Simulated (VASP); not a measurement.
# CaLa3 (Pm-3m) in VASP: further runs

CaLa3 is run at these levels: PBE; tasks: single point, relaxation of cell and atoms.

All numbers are computed with VASP 6.6.1; they aren't measurements. Logs are shortened: lines on timing, memory, paths and dates and some standing lists are left out, and cuts for length are marked.

**1. The cell of the first run**

The structure is cubic, space group Pm-3m (No. 221). The conventional cell has a = 4.596 Å, b = 4.596 Å, c = 4.596 Å, α = 90.00°, β = 90.00°, γ = 90.00°. Ca (site symmetry m-3m) has 12 La at 3.25 Å within 4.3 Å. La (site symmetry 4/mmm) has 4 Ca at 3.25 Å and 8 La at 3.25 Å within 4.3 Å.

The cell was built from a structure type or drawn by symmetry, and may not be a known phase.

**2. Single point, PBE**

The input, INCAR:

```
ALGO = Normal
EDIFF = 1E-6
ENCUT = 520
GGA = PE
ISIF = 2
ISMEAR = 0
LASPH = T
LCHARG = F
LREAL = F
LWAVE = F
NBANDS = 30
NELM = 100
PREC = Accurate
SIGMA = 0.1
```

The input, KPOINTS:

```
k-points
0
Gamma
  4 4 4
```

The input, POSCAR:

```
CaLa3
1.0
    4.5955398700      0.0000000000      0.0000000000
    0.0000000000      4.5955398700      0.0000000000
    0.0000000000      0.0000000000      4.5955398700
Ca La
1 3
Direct
    0.0000000000      0.0000000000      0.0000000000
    0.0000000000      0.5000000000      0.5000000000
    0.5000000000      0.0000000000      0.5000000000
    0.5000000000      0.5000000000      0.0000000000
```

Potentials or basis: VASP PAW PBE potentials, release 64 (Ca_sv, La).

Launch:

```sh
> cat potpaw_PBE.64/Ca_sv/POTCAR potpaw_PBE.64/La/POTCAR > POTCAR
> mpirun -np 1 vasp_std > vasp.out
```

OUTCAR:

```text
EDIFF = 1E-6
   ENCUT = 520
   GGA = PE
   ISIF = 2
   ISMEAR = 0
   LASPH = T
   LREAL = F
   NELM = 100
   PREC = Accurate

 ion  position               nearest neighbor table
   1  0.000  0.000  0.000-   2 3.25   3 3.25   4 3.25   2 3.25   3 3.25   2 3.25   4 3.25   2 3.25
                             3 3.25   4 3.25   3 3.25   4 3.25
   2  0.000  0.500  0.500-   1 3.25   3 3.25   4 3.25   1 3.25   4 3.25   1 3.25   3 3.25   1 3.25
                             3 3.25   4 3.25   4 3.25   3 3.25
   3  0.500  0.000  0.500-   1 3.25   2 3.25   4 3.25   1 3.25   4 3.25   2 3.25   4 3.25   4 3.25
                             1 3.25   2 3.25   1 3.25   2 3.25
   4  0.500  0.500  0.000-   1 3.25   2 3.25   3 3.25   2 3.25   3 3.25   1 3.25   3 3.25   3 3.25
                             1 3.25   2 3.25   2 3.25   1 3.25

  LATTYP: Found a simple cubic cell.
 ALAT       =     4.5955398700

  Lattice vectors:

 A1 = (   4.5955398700,   0.0000000000,   0.0000000000)
 A2 = (   0.0000000000,   4.5955398700,   0.0000000000)
 A3 = (   0.0000000000,   0.0000000000,   4.5955398700)

Analysis of symmetry for initial positions (statically):
=====================================================================
 Subroutine PRICEL returns:
 Original cell was already a primitive cell.

 Routine SETGRP: Setting up the symmetry group for a
 simple cubic supercell.

 Subroutine GETGRP returns: Found 48 space group operations
 (whereof 48 operations were pure point group operations)
 out of a pool of 48 trial point group operations.

The static configuration has the point symmetry O_h .

Analysis of symmetry for dynamics (positions and initial velocities):
=====================================================================
 Subroutine PRICEL returns:
 Original cell was already a primitive cell.

 Routine SETGRP: Setting up the symmetry group for a
 simple cubic supercell.

 Subroutine GETGRP returns: Found 48 space group operations
 (whereof 48 operations were pure point group operations)
 out of a pool of 48 trial point group operations.

The dynamic configuration has the point symmetry O_h .

 Subroutine INISYM returns: Found 48 space group operations
 (whereof 48 operations are pure point group operations),
 and found     1 'primitive' translations

----------------------------------------------------------------------------------------

                                     Primitive cell

  volume of cell :      97.0531

  direct lattice vectors                    reciprocal lattice vectors
     4.595539870  0.000000000  0.000000000     0.217602290  0.000000000  0.000000000
     0.000000000  4.595539870  0.000000000     0.000000000  0.217602290  0.000000000
     0.000000000  0.000000000  4.595539870     0.000000000  0.000000000  0.217602290

  length of vectors
     4.595539870  4.595539870  4.595539870     0.217602290  0.217602290  0.217602290

  position of ions in fractional coordinates (direct lattice)
     0.000000000  0.000000000  0.000000000
     0.000000000  0.500000000  0.500000000
     0.500000000  0.000000000  0.500000000
     0.500000000  0.500000000  0.000000000

  ion indices of the primitive-cell ions
   primitive index   ion index
                 1           1
                 2           2
                 3           3
                 4           4

----------------------------------------------------------------------------------------

 KPOINTS: k-points

Automatic generation of k-mesh.
 Grid dimensions read from file:
 generate k-points for:    4    4    4

 Generating k-lattice:

  Cartesian coordinates                     Fractional coordinates (reciprocal lattice)
     0.054400573  0.000000000  0.000000000     0.250000000  0.000000000  0.000000000
     0.000000000  0.054400573  0.000000000     0.000000000  0.250000000  0.000000000
     0.000000000  0.000000000  0.054400573     0.000000000  0.000000000  0.250000000

  Length of vectors
     0.054400573  0.054400573  0.054400573

  Shift w.r.t. Gamma in fractional coordinates (k-lattice)
     0.000000000  0.000000000  0.000000000

 Subroutine IBZKPT returns following result:
 ===========================================

 Found     10 irreducible k-points:

 Following reciprocal coordinates:
            Coordinates               Weight
  0.000000  0.000000  0.000000      1.000000
  0.250000  0.000000  0.000000      6.000000
  0.500000  0.000000  0.000000      3.000000
  0.250000  0.250000  0.000000     12.000000
  0.500000  0.250000  0.000000     12.000000
  0.500000  0.500000  0.000000      3.000000
  0.250000  0.250000  0.250000      8.000000
  0.500000  0.250000  0.250000     12.000000
  0.500000  0.500000  0.250000      6.000000
  0.500000  0.500000  0.500000      1.000000
   k-points           NKPTS =     10   k-points in BZ     NKDIM =     10   number of bands    NBANDS=     30
   number of dos      NEDOS =    301   number of ions     NIONS =      4
   total plane-waves  NPLWV =  46656
   dimension x,y,z NGX =    36 NGY =   36 NGZ =   36
   dimension x,y,z NGXF=    72 NGYF=   72 NGZF=   72
   ions per type =               1   3
   NGX,Y,Z   is equivalent  to a cutoff of  13.02, 13.02, 13.02 a.u.
   NGXF,Y,Z  is equivalent  to a cutoff of  26.05, 26.05, 26.05 a.u.
 SYSTEM =  unknown system
   PREC   = accura    normal or accurate (medium, high low for compatibility)
   ISTART =      0    job   : 0-new  1-cont  2-samecut
   ICHARG =      2    charge: 1-file 2-atom 10-const
   ISPIN  =      1    spin polarized calculation?
   LNONCOLLINEAR =      F non collinear calculations
   LSORBIT =      F    spin-orbit coupling
   LASPH  =      T    aspherical Exc in radial PAW
   ENCUT  =  520.0 eV  38.22 Ry    6.18 a.u.   8.54  8.54  8.54*2*pi/ulx,y,z
   NELM   =    100;   NELMIN=  2; NELMDL= -5     # of ELM steps
   EDIFF  = 0.1E-05   stopping-criterion for ELM
   LREAL  =      F    real-space projection
   EDIFFG = 0.1E-04   stopping-criterion for IOM
   NSW    =      0    number of steps for IOM
   IBRION =     -1    ionic relax: 0-MD 1-quasi-New 2-CG
   NFREE  =      0    steps in history (QN), initial steepest desc. (CG)
   ISIF   =      2    stress and relaxation
   ISYM   =      2    0-nonsym 1-usesym 2-fastsym
   POTIM  = 0.5000    time-step for ionic-motion
   TEBEG  =    0.0;   TEEND  =   0.0 temperature during run
   PSTRESS=    0.0 pullay stress
   NELECT =      43.0000    total number of electrons
   NUPDOWN=      -1.0000    fix difference up-down
   EMIN   =  10.00;   EMAX   =-10.00  energy-range for DOS
   EFERMI =   0.00;   METHOD = LEGACY
   ISMEAR =     0;   SIGMA  =   0.10  broadening in eV -4-tet -1-fermi 0-gaus
   EFERMI_NEDOS =   21; number of points for ismear=-14 and -15
   IALGO  =     38    algorithm
   IMIX   =      4    mixing-type and parameters
     AMIX     =   0.40;   BMIX     =  1.00
     AMIX_MAG =   1.60;   BMIX_MAG =  1.00
  volume/ion in A,a.u.               =      24.26       163.74
  Fermi-wavevector in a.u.,A,eV,Ry     =   1.248038  2.358450 21.192416  1.557599
  Thomas-Fermi vector in A             =   2.382143
   LORBIT       =      0    0 simple, 1 ext, 2 COOP (PROOUT), +10 PAW based schemes
   GGA     = PE    functional components
   LHFCALC =     F    Hartree Fock is set to
   AEXX    =    0.0000 exact exchange contribution
   IVDW    =     0    specifies the selected vdW correction
   LEPSILON=     F    determine dielectric tensor
   LRPA    =     F    only Hartree local field effects (RPA)
 non-spin polarized calculation
 Gauss-broadening in eV      SIGMA  =   0.10
  energy-cutoff  :      520.00
  volume of cell :       97.05
 maximum number of plane-waves:      2624
 NGX is ok and might be reduce to    36
   NGX = 17   NGY = 17   NGZ = 17

 number of electron      42.9999999 magnetization

 Free energy of the ion-electron system (eV)
  ---------------------------------------------------
  ext. energy  EPLUGINS =         0.00000000
  ---------------------------------------------------
  free energy    TOTEN  =       -13.74646142 eV

  energy without entropy =      -13.72874905  energy(sigma->0) =      -13.73760524

 E-fermi :  10.6435     XC(G=0): -11.0268

 val. band max:       10.5882790001   @ k =   0.2500   0.2500   0.0000
 cond. band min:      10.6827836324   @ k =   0.5000   0.2500   0.2500
 fundamental gap:      0.0945046323
 Fermi energy:        10.6435219524

 k-point     1 :       0.0000    0.0000    0.0000
  band No.  band energies     occupation
      1     -29.6587      2.00000
      2     -21.9266      2.00000
      3     -21.0151      2.00000
      4     -21.0151      2.00000
      5     -10.8923      2.00000
      6     -10.8923      2.00000
[... 22 lines left out ...]
     29      13.1244      0.00000
     30      13.1847      0.00000

 k-point     2 :       0.2500    0.0000    0.0000
  band No.  band energies     occupation
      1     -29.6576      2.00000
      2     -21.8230      2.00000
      3     -21.1423      2.00000
      4     -21.0116      2.00000
      5     -10.8774      2.00000
      6     -10.8774      2.00000
[... 22 lines left out ...]
     29      13.2658      0.00000
     30      13.2871      0.00000

 k-point     3 :       0.5000    0.0000    0.0000
  band No.  band energies     occupation
      1     -29.6564      2.00000
      2     -21.6518      2.00000
      3     -21.3367      2.00000
      4     -21.0080      2.00000
      5     -10.8624      2.00000
      6     -10.8624      2.00000
[... 22 lines left out ...]
     29      12.9176      0.00000
     30      13.0296      0.00000

 k-point     4 :       0.2500    0.2500    0.0000
  band No.  band energies     occupation
      1     -29.6566      2.00000
      2     -21.7263      2.00000
      3     -21.1780      2.00000
      4     -21.0828      2.00000
      5     -10.8817      2.00000
      6     -10.8644      2.00000
[... 154 lines left out ...]
     29      13.0537      0.00000
     30      13.1256      0.00000

 k-point     9 :       0.5000    0.5000    0.2500
  band No.  band energies     occupation
      1     -29.6540      2.00000
      2     -21.3262      2.00000
      3     -21.3249      2.00000
      4     -21.3249      2.00000
      5     -10.9131      2.00000
      6     -10.9131      2.00000
[... 22 lines left out ...]
     29      13.0455      0.00000
     30      13.1279      0.00000

 k-point    10 :       0.5000    0.5000    0.5000
  band No.  band energies     occupation
      1     -29.6534      2.00000
      2     -21.3179      2.00000
      3     -21.3179      2.00000
      4     -21.3179      2.00000
      5     -10.9487      2.00000
      6     -10.9487      2.00000
[... 22 lines left out ...]
     29      12.5762      0.00000
     30      12.5893      0.00000

------------------------ aborting loop because EDIFF is reached ----------------------------------------

  FORCE on cell =-STRESS in cart. coord.  units (eV):
  Direction    XX          YY          ZZ          XY          YZ          ZX
  --------------------------------------------------------------------------------------
  -------------------------------------------------------------------------------------
  Total       12.5665619     12.5665619     12.5665619     -0.0000000     -0.0000000     -0.0000000
  in kB      207.4519128    207.4519128    207.4519128     -0.0000000     -0.0000000     -0.0000000
  external PRESSURE =     207.4519128 kB  Pullay stress =       0.0000000 kB

 VOLUME and BASIS-vectors are now :
 -----------------------------------------------------------------------------
  energy-cutoff  :      520.00
  volume of cell :       97.05
      direct lattice vectors                 reciprocal lattice vectors
     4.595539870  0.000000000  0.000000000     0.217602290  0.000000000  0.000000000
     0.000000000  4.595539870  0.000000000     0.000000000  0.217602290  0.000000000
     0.000000000  0.000000000  4.595539870     0.000000000  0.000000000  0.217602290

 POSITION                                       TOTAL-FORCE (eV/Angst)
 -----------------------------------------------------------------------------------
      0.00000      0.00000      0.00000         0.000000      0.000000      0.000000
      0.00000      2.29777      2.29777         0.000000      0.000000      0.000000
      2.29777      0.00000      2.29777         0.000000      0.000000      0.000000
      2.29777      2.29777      0.00000         0.000000      0.000000      0.000000
 -----------------------------------------------------------------------------------
    total drift:                                0.000000      0.000000      0.000000

  FREE ENERGIE OF THE ION-ELECTRON SYSTEM (eV)
  ---------------------------------------------------
  free  energy   TOTEN  =       -13.7464614221 eV

  energy  without entropy=      -13.7287490491  energy(sigma->0) =      -13.73760524
```

Wall time 27 s (1 thread of Intel Xeon Platinum 8488C (Sapphire Rapids), shared host); peak memory 0.21 GiB.

Results:

- Free energy: -13.7465 eV
- Pressure: 20.7 GPa
- Band gap on the k mesh: zero (an odd number of electrons rules out a gap without spin polarisation)

Caveat: the cell stands under pressure; spin-orbit coupling is left out, which moves the levels of the heavy elements.

**3. Single point, PBE**

This run uses another cell than the first one, of 37.52 Å³/atom.

The input, INCAR:

```
SYSTEM = CaLa3
ALGO = Normal
EDIFF = 1E-7
ENCUT = 520
GGA = PE
ISIF = 2
ISMEAR = 0
LASPH = .TRUE.
LCHARG = .FALSE.
LREAL = .FALSE.
LWAVE = .FALSE.
NBANDS = 30
NELM = 80
PREC = Accurate
SIGMA = 0.1
```

The input, KPOINTS:

```
k-points
0
G
  4 4 4
  0 0 0
```

The input, POSCAR:

```
CaLa3
1.0
    5.3141280242      0.0000000000      0.0000000000
    0.0000000000      5.3141280242      0.0000000000
    0.0000000000      0.0000000000      5.3141280242
Ca La
1 3
Direct
    0.0000000000      0.0000000000      0.0000000000
    0.0000000000      0.5000000000      0.5000000000
    0.5000000000      0.0000000000      0.5000000000
    0.5000000000      0.5000000000      0.0000000000
```

Potentials or basis: VASP PAW PBE potentials, release 64 (Ca_sv, La).

Launch:

```sh
> cat potpaw_PBE.64/Ca_sv/POTCAR potpaw_PBE.64/La/POTCAR > POTCAR
> mpirun -np 1 vasp_std > vasp.out
```

It took 45 s on 1 thread of Intel Xeon Platinum 8488C (Sapphire Rapids), shared host; peak memory 0.26 GiB.

Results (log left out):

* Free energy: -16.3715 eV
* Pressure: 0.2 GPa
* Band gap on the k mesh: zero (an odd number of electrons rules out a gap without spin polarisation)

Levels at points of the mesh, in eV from the Fermi level:
```tsv
k point	band 19	band 20	band 21	band 22	band 23	band 24
(0.00, 0.00, 0.00)	-1.30	-1.30	-0.88	-0.88	-0.88	1.46
(0.50, 0.00, 0.00)	-0.89	-0.28	-0.10	0.16	0.16	0.36
(0.50, 0.50, 0.00)	-0.71	-0.23	0.14	0.26	0.26	0.55
(0.50, 0.50, 0.50)	-1.25	-1.25	1.25	1.25	1.25	1.31
```

Caveat: spin-orbit coupling is left out, which moves the levels of the heavy elements.

(Part 1 of 2 ends here.)
